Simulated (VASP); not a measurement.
# HfSiO4 (I4_1/amd) in VASP: single point with PBE

Aim: the single point of HfSiO4 with PBE.

All numbers are computed with VASP 6.6.1; they aren't measurements. Logs are shortened: lines on timing, memory, paths and dates and some standing lists are left out, and cuts for length are marked.

## (1) The cell of the first run

The structure is tetragonal, space group I4_1/amd (No. 141). The conventional cell has a = 6.572 Å, b = 6.572 Å, c = 5.963 Å, α = 90.00°, β = 90.00°, γ = 90.00°. Within 2.8 Å of Hf (site symmetry -4m2) lie 8 O at 2.11 to 2.26 Å. Si (site symmetry -4m2) has 4 O at 1.63 Å within 2.2 Å. Within 2.2 Å of O (site symmetry m) lie 1 Si at 1.63 Å and 1 Hf at 2.11 Å.

## (2) Single point, PBE

INCAR

```
  ALGO = Normal
  EDIFF = 1E-7
  ENCUT = 520
  GGA = PE
  ISIF = 2
  ISMEAR = -1
  LASPH = T
  LCHARG = F
  LREAL = F
  LWAVE = F
  NBANDS = 50
  NELM = 60
  PREC = Accurate
  SIGMA = 0.02
```

KPOINTS

```
k-points
0
Gamma
  4 4 4
```

POSCAR

```
HfSiO4
1.0
   -3.2862500000      3.2862500000      2.9816000000
    3.2862500000     -3.2862500000      2.9816000000
    3.2862500000      3.2862500000     -2.9816000000
Hf Si O
2 2 8
Direct
    0.7500000000      0.2500000000      0.5000000000
    0.0000000000      0.0000000000      0.0000000000
    0.2500000000      0.7500000000      0.5000000000
    0.5000000000      0.5000000000      0.0000000000
    0.1339998529      0.3192782749      0.8147215780
    0.0692782749      0.7545566969      0.6852784220
    0.5045566969      0.3192782749      0.1852784220
    0.0692782749      0.3839998529      0.3147215780
    0.6160001471      0.9307217251      0.6852784220
    0.6807217251      0.8660001471      0.1852784220
    0.2454433031      0.9307217251      0.3147215780
    0.6807217251      0.4954433031      0.8147215780
```

Potentials or basis: VASP PAW PBE potentials, release 64 (Hf_pv, Si, O).

Run with:

```console
cat potpaw_PBE.64/Hf_pv/POTCAR potpaw_PBE.64/Si/POTCAR potpaw_PBE.64/O/POTCAR > POTCAR
mpirun -np 1 vasp_std > vasp.out
```

OUTCAR:

```text
EDIFF = 1E-7
   ENCUT = 520
   GGA = PE
   ISIF = 2
   ISMEAR = -1
   LASPH = T
   LREAL = F
   NELM = 60
   PREC = Accurate

 ion  position               nearest neighbor table
   1  0.750  0.250  0.500-   5 2.11   7 2.11  10 2.11  12 2.11   9 2.26   6 2.26   8 2.26  11 2.26
                             3 2.98   3 2.98   2 3.61   2 3.61   2 3.61   2 3.61
   2  0.000  0.000  0.000-   6 2.11   8 2.11   9 2.11  11 2.11   7 2.26  10 2.26   5 2.26  12 2.26
                             4 2.98   4 2.98   1 3.61   1 3.61   1 3.61   1 3.61
   3  0.250  0.750  0.500-   6 1.63  11 1.63   9 1.63   8 1.63   1 2.98   1 2.98
   4  0.500  0.500  0.000-   7 1.63  12 1.63  10 1.63   5 1.63   2 2.98   2 2.98
   5  0.134  0.319  0.815-   4 1.63   1 2.11   2 2.26
   6  0.069  0.755  0.685-   3 1.63   2 2.11   1 2.26
   7  0.505  0.319  0.185-   4 1.63   1 2.11   2 2.26
   8  0.069  0.384  0.315-   3 1.63   2 2.11   1 2.26
   9  0.616  0.931  0.685-   3 1.63   2 2.11   1 2.26
  10  0.681  0.866  0.185-   4 1.63   1 2.11   2 2.26
  11  0.245  0.931  0.315-   3 1.63   2 2.11   1 2.26
  12  0.681  0.495  0.815-   4 1.63   1 2.11   2 2.26

  LATTYP: Found a body centered tetragonal cell.
 ALAT       =     6.5725000000
 C/A-ratio  =     0.9072955496

  Lattice vectors:

 A1 = (  -3.2862500000,   3.2862500000,   2.9816000000)
 A2 = (   3.2862500000,  -3.2862500000,   2.9816000000)
 A3 = (   3.2862500000,   3.2862500000,  -2.9816000000)

Analysis of symmetry for initial positions (statically):
=====================================================================
 Subroutine PRICEL returns:
 Original cell was already a primitive cell.

 Routine SETGRP: Setting up the symmetry group for a
 body centered tetragonal supercell.

 Subroutine GETGRP returns: Found 16 space group operations
 (whereof  8 operations were pure point group operations)
 out of a pool of 16 trial point group operations.

The static configuration has the point symmetry D_2d.
 The point group associated with its full space group is D_4h.

Analysis of symmetry for dynamics (positions and initial velocities):
=====================================================================
 Subroutine PRICEL returns:
 Original cell was already a primitive cell.

 Routine SETGRP: Setting up the symmetry group for a
 body centered tetragonal supercell.

 Subroutine GETGRP returns: Found 16 space group operations
 (whereof  8 operations were pure point group operations)
 out of a pool of 16 trial point group operations.

The dynamic configuration has the point symmetry D_2d.
 The point group associated with its full space group is D_4h.

 Subroutine INISYM returns: Found 16 space group operations
 (whereof  8 operations are pure point group operations),
 and found     1 'primitive' translations

----------------------------------------------------------------------------------------

                                     Primitive cell

  volume of cell :     128.7984

  direct lattice vectors                    reciprocal lattice vectors
    -3.286250000  3.286250000  2.981600000     0.000000000  0.152149106  0.167695197
     3.286250000 -3.286250000  2.981600000     0.152149106  0.000000000  0.167695197
     3.286250000  3.286250000 -2.981600000     0.152149106  0.152149106  0.000000000

  length of vectors
     5.521667926  5.521667926  5.521667926     0.226431070  0.226431070  0.215171329

  position of ions in fractional coordinates (direct lattice)
     0.750000000  0.250000000  0.500000000
     0.000000000  0.000000000  0.000000000
     0.250000000  0.750000000  0.500000000
     0.500000000  0.500000000  0.000000000
     0.133999853  0.319278275  0.814721578
     0.069278275  0.754556697  0.685278422
     0.504556697  0.319278275  0.185278422
     0.069278275  0.383999853  0.314721578
     0.616000147  0.930721725  0.685278422
     0.680721725  0.866000147  0.185278422
     0.245443303  0.930721725  0.314721578
     0.680721725  0.495443303  0.814721578

  ion indices of the primitive-cell ions
   primitive index   ion index
                 1           1
                 2           2
                 3           3
                 4           4
                 5           5
                 6           6
                 7           7
                 8           8
                 9           9
                10          10
                11          11
                12          12

----------------------------------------------------------------------------------------

 KPOINTS: k-points

Automatic generation of k-mesh.
 Grid dimensions read from file:
 generate k-points for:    4    4    4

 Generating k-lattice:

  Cartesian coordinates                     Fractional coordinates (reciprocal lattice)
     0.000000000  0.038037277  0.041923799     0.250000000  0.000000000  0.000000000
     0.038037277  0.000000000  0.041923799     0.000000000  0.250000000  0.000000000
     0.038037277  0.038037277  0.000000000     0.000000000  0.000000000  0.250000000

  Length of vectors
     0.056607768  0.056607768  0.053792832

  Shift w.r.t. Gamma in fractional coordinates (k-lattice)
     0.000000000  0.000000000  0.000000000

 Subroutine IBZKPT returns following result:
 ===========================================

 Found     13 irreducible k-points:

 Following reciprocal coordinates:
            Coordinates               Weight
  0.000000  0.000000  0.000000      1.000000
  0.250000  0.000000  0.000000      8.000000
  0.500000  0.000000  0.000000      4.000000
  0.250000  0.250000  0.000000      8.000000
  0.500000  0.250000  0.000000     16.000000
 -0.250000  0.250000  0.000000      4.000000
  0.500000  0.500000  0.000000      2.000000
  0.250000  0.250000  0.250000      2.000000
 -0.250000  0.250000  0.250000      4.000000
  0.500000  0.500000  0.250000      4.000000
 -0.250000  0.500000  0.250000      8.000000
 -0.250000 -0.250000  0.250000      2.000000
  0.500000  0.500000  0.500000      1.000000
   k-points           NKPTS =     13   k-points in BZ     NKDIM =     13   number of bands    NBANDS=     50
   number of dos      NEDOS =    301   number of ions     NIONS =     12
   total plane-waves  NPLWV =  74088
   dimension x,y,z NGX =    42 NGY =   42 NGZ =   42
   dimension x,y,z NGXF=    84 NGYF=   84 NGZF=   84
   ions per type =               2   2   8
   NGX,Y,Z   is equivalent  to a cutoff of  12.65, 12.65, 12.65 a.u.
   NGXF,Y,Z  is equivalent  to a cutoff of  25.29, 25.29, 25.29 a.u.
 SYSTEM =  unknown system
   PREC   = accura    normal or accurate (medium, high low for compatibility)
   ISTART =      0    job   : 0-new  1-cont  2-samecut
   ICHARG =      2    charge: 1-file 2-atom 10-const
   ISPIN  =      1    spin polarized calculation?
   LNONCOLLINEAR =      F non collinear calculations
   LSORBIT =      F    spin-orbit coupling
   LASPH  =      T    aspherical Exc in radial PAW
   ENCUT  =  520.0 eV  38.22 Ry    6.18 a.u.  10.27 10.27 10.27*2*pi/ulx,y,z
   NELM   =     60;   NELMIN=  2; NELMDL= -5     # of ELM steps
   EDIFF  = 0.1E-06   stopping-criterion for ELM
   LREAL  =      F    real-space projection
   EDIFFG = 0.1E-05   stopping-criterion for IOM
   NSW    =      0    number of steps for IOM
   IBRION =     -1    ionic relax: 0-MD 1-quasi-New 2-CG
   NFREE  =      0    steps in history (QN), initial steepest desc. (CG)
   ISIF   =      2    stress and relaxation
   ISYM   =      2    0-nonsym 1-usesym 2-fastsym
   POTIM  = 0.5000    time-step for ionic-motion
   TEBEG  =    0.0;   TEEND  =   0.0 temperature during run
   PSTRESS=    0.0 pullay stress
   NELECT =      76.0000    total number of electrons
   NUPDOWN=      -1.0000    fix difference up-down
   EMIN   =  10.00;   EMAX   =-10.00  energy-range for DOS
   EFERMI =   0.00;   METHOD = LEGACY
   ISMEAR =    -1;   SIGMA  =   0.02  broadening in eV -4-tet -1-fermi 0-gaus
   EFERMI_NEDOS =   21; number of points for ismear=-14 and -15
   IALGO  =     38    algorithm
   IMIX   =      4    mixing-type and parameters
     AMIX     =   0.40;   BMIX     =  1.00
     AMIX_MAG =   1.60;   BMIX_MAG =  1.00
  volume/ion in A,a.u.               =      10.73        72.43
  Fermi-wavevector in a.u.,A,eV,Ry     =   1.373122  2.594825 25.653301  1.885464
  Thomas-Fermi vector in A             =   2.498668
   LORBIT       =      0    0 simple, 1 ext, 2 COOP (PROOUT), +10 PAW based schemes
   GGA     = PE    functional components
   LHFCALC =     F    Hartree Fock is set to
   AEXX    =    0.0000 exact exchange contribution
   IVDW    =     0    specifies the selected vdW correction
   LEPSILON=     F    determine dielectric tensor
   LRPA    =     F    only Hartree local field effects (RPA)
 non-spin polarized calculation
  energy-cutoff  :      520.00
  volume of cell :      128.80
 maximum number of plane-waves:      3488
 NGX is ok and might be reduce to    42
   NGX = 21   NGY = 21   NGZ = 21

 number of electron      76.0000001 magnetization

 Free energy of the ion-electron system (eV)
  ---------------------------------------------------
  ext. energy  EPLUGINS =         0.00000000
  ---------------------------------------------------
  free energy    TOTEN  =      -108.61452966 eV

  energy without entropy =     -108.61452966  energy(sigma->0) =     -108.61452966

 E-fermi :   3.7676     XC(G=0): -11.0963

 val. band max:        3.3129174234   @ k =   0.0000   0.0000   0.0000
 cond. band min:       8.7511055132   @ k =   0.2500   0.2500   0.2500
 fundamental gap:      5.4381880898
 Fermi energy:         3.7676296696

 k-point     1 :       0.0000    0.0000    0.0000
  band No.  band energies     occupation
      1     -25.9953      2.00000
      2     -25.9953      2.00000
      3     -25.9225      2.00000
      4     -25.9103      2.00000
      5     -25.8148      2.00000
      6     -25.8148      2.00000
[... 42 lines left out ...]
     49      12.6125      0.00000
     50      13.1268      0.00000
[... 634 lines left out ...]
     49      12.9157      0.00000
     50      12.9157      0.00000

------------------------ aborting loop because EDIFF is reached ----------------------------------------

  FORCE on cell =-STRESS in cart. coord.  units (eV):
  Direction    XX          YY          ZZ          XY          YZ          ZX
  --------------------------------------------------------------------------------------
  -------------------------------------------------------------------------------------
  Total        3.9677675      3.9677675      4.8156911      0.0000000      0.0000000      0.0000000
  in kB       49.3567124     49.3567124     59.9043883      0.0000000      0.0000000      0.0000000
  external PRESSURE =      52.8726043 kB  Pullay stress =       0.0000000 kB

 VOLUME and BASIS-vectors are now :
 -----------------------------------------------------------------------------
  energy-cutoff  :      520.00
  volume of cell :      128.80
      direct lattice vectors                 reciprocal lattice vectors
    -3.286250000  3.286250000  2.981600000     0.000000000  0.152149106  0.167695197
     3.286250000 -3.286250000  2.981600000     0.152149106  0.000000000  0.167695197
     3.286250000  3.286250000 -2.981600000     0.152149106  0.152149106  0.000000000

 POSITION                                       TOTAL-FORCE (eV/Angst)
 -----------------------------------------------------------------------------------
     -0.00000      3.28625      1.49080        -0.000000      0.000000      0.000000
      0.00000      0.00000      0.00000        -0.000000      0.000000      0.000000
      3.28625     -0.00000      1.49080        -0.000000      0.000000      0.000000
      0.00000      0.00000      2.98160        -0.000000      0.000000      0.000000
      3.28625      2.06851     -1.07768        -0.000000     -0.136592     -0.139819
      4.50399      0.00000      0.41312         0.136592     -0.000000     -0.139819
      0.00000      1.21774      1.90392        -0.000000      0.136592     -0.139819
      2.06851      0.00000      0.41312        -0.136592     -0.000000     -0.139819
      3.28625      1.21774      2.56848        -0.000000      0.136592      0.139819
      1.21774      0.00000      4.05928         0.136592      0.000000      0.139819
      3.28625     -1.21774      2.56848        -0.000000     -0.136592      0.139819
      2.06851      3.28625      1.07768        -0.136592      0.000000      0.139819
 -----------------------------------------------------------------------------------
    total drift:                                0.000000     -0.000000      0.000000

  FREE ENERGIE OF THE ION-ELECTRON SYSTEM (eV)
  ---------------------------------------------------
  free  energy   TOTEN  =      -108.6145296593 eV

  energy  without entropy=     -108.6145296593  energy(sigma->0) =     -108.61452966
```

It took 83 s on 1 thread of Intel Xeon 6975P-C (Granite Rapids), shared host; peak memory 0.28 GiB.

What came out:

```yaml
Free_energy: -108.6145 eV
Pressure: 5.3 GPa
Largest_force: 0.195 eV/Å
Band_gap_on_the_k_mesh: 5.44 eV, indirect (least direct gap 5.82 eV)
```

Forces on the atoms (eV/Å):
```
Hf   0.000  0.000  0.000
Hf   0.000  0.000  0.000
Si   0.000  0.000  0.000
Si   0.000  0.000  0.000
O    0.000 -0.137 -0.140
O    0.137  0.000 -0.140
O    0.000  0.137 -0.140
O   -0.137  0.000 -0.140
O    0.000  0.137  0.140
O    0.137  0.000  0.140
O    0.000 -0.137  0.140
O   -0.137  0.000  0.140
```

Levels at points of the mesh, in eV from the valence-band top:
```tsv
k point	band 35	band 36	band 37	band 38	band 39	band 40	band 41	band 42
(0.00, 0.00, 0.00)	-0.59	-0.59	-0.56	0.00	5.82	6.11	6.21	6.25
(0.50, 0.00, 0.00)	-0.94	-0.83	-0.27	-0.19	5.70	5.85	6.59	6.77
(0.50, 0.50, 0.00)	-0.93	-0.93	-0.61	-0.61	5.44	5.44	6.54	6.54
(0.50, 0.50, 0.50)	-1.10	-1.10	-0.88	-0.88	6.30	6.30	6.62	6.62
```

Caveat: spin-orbit coupling is left out, which moves the levels of the heavy elements. A k mesh can miss the band edges.
